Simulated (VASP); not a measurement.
Set up this calculation in VASP 6.6.1, as the native input.

| Quantity | Value |
| --- | --- |
| Task | single point |
| Functional | r2SCAN |
| Potentials or basis | VASP PAW PBE potentials, release 64 (V_sv) |
| Cutoff | 520 eV |
| k mesh | 12 × 12 × 6 |
| Occupations | fermi-dirac, width 0.05 eV |
| Spin | collinear spin, ferromagnetic start |
| Starting moments | [2.0, 2.0] μB |
| Dipole correction | no |
| Further INCAR settings | ALGO = Normal; EDIFF = 1e-07; NBANDS = 24 |

V:

```
V
1.0
     2.63857    0.00000    0.00000
    -1.31928    2.28506    0.00000
     0.00000    0.00000    4.78549
V
2
Direct
  0.33333 0.66667 0.25000
  0.66667 0.33333 0.75000
```

The input as run:

POSCAR

```
V
1.0
    2.6385650605      0.0000000000      0.0000000000
   -1.3192825302      2.2850643718      0.0000000000
    0.0000000000      0.0000000000      4.7854922858
V
2
Direct
    0.3333333333      0.6666666667      0.2500000000
    0.6666666667      0.3333333333      0.7500000000
```

INCAR.step1

```
  ALGO = Normal
  EDIFF = 1E-4
  ENCUT = 520
  GGA = PE
  ISMEAR = -1
  ISPIN = 2
  LASPH = T
  LCHARG = F
  LMAXMIX = 4
  LREAL = F
  LWAVE = T
  MAGMOM = 2 2
  NBANDS = 24
  NELM = 150
  PREC = Accurate
  SIGMA = 0.05
```

INCAR.step2

```
  ALGO = Normal
  EDIFF = 1E-7
  ENCUT = 520
  ISIF = 2
  ISMEAR = -1
  ISPIN = 2
  ISTART = 1
  LASPH = T
  LCHARG = F
  LMAXMIX = 4
  LMIXTAU = T
  LORBIT = 11
  LREAL = F
  LWAVE = F
  MAGMOM = 2 2
  METAGGA = R2SCAN
  NBANDS = 24
  NELM = 150
  PREC = Accurate
  SIGMA = 0.05
```

KPOINTS

```
k-points
0
Gamma
  12 12 6
```

Potentials or basis: VASP PAW PBE potentials, release 64 (V_sv).

The run is started by

```sh
$ cat potpaw_PBE.64/V_sv/POTCAR > POTCAR
$ cp INCAR.step1 INCAR
$ mpirun -np 1 vasp_std > vasp.out
$ cp INCAR.step2 INCAR
$ mpirun -np 1 vasp_std > vasp.out
```

It gave:

| Quantity | Value |
| --- | --- |
| Pressure | -8.9 GPa |
| Band gap on the k mesh | zero (filled and empty bands overlap) |
| Net moment | 0.00 μB per cell |
| Valence electrons inside the program's atomic spheres | V 11.54 |

Caveat: the PAW data sets were made with another functional, which shifts forces and pressure a little.

It took 2.9 min on 1 thread of AMD EPYC 9R45 96-Core Processor (Zen 5) (shared host), peak memory 0.17 GiB.
